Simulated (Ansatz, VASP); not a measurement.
## TiCo in VASP and in Ansatz

```
CELL_PARAMETERS angstrom
2.98611 0.00000 0.00000
0.00000 2.98611 0.00000
0.00000 0.00000 2.98611
ATOMIC_POSITIONS crystal
Co 0.50000 0.50000 0.50000
Ti 0.00000 0.00000 0.00000
```

Alike in both runs: task single point; functional PBE; k mesh 8 × 8 × 8; occupations fermi-dirac, width 0.05 eV; collinear spin; fixed moment 2.2 μB.

|  | VASP | Ansatz |
| --- | --- | --- |
| version | VASP 6.6.1 | Ansatz 0.2.0 |
| potentials or method | VASP PAW PBE potentials, release 64 (Co, Ti_sv) | Ansatz PAW |
| plane-wave cutoff (eV) | 520 | 420 |
| valence electrons in the cell | 21 | 29 |

```csv
,VASP,Ansatz,Ansatz less VASP
pressure (GPa),5.5,6.0,+0.56
net moment per atom (μB),1.10,1.10,0.000
size of the moment on the site where the two differ most (μB),0.49,0.45,-0.045
```

Site moments also hang on the region over which each program counts them. VASP's potentials hold 21 valence electrons a cell and Ansatz's 29, so a difference there can come from the potentials and not from the codes.
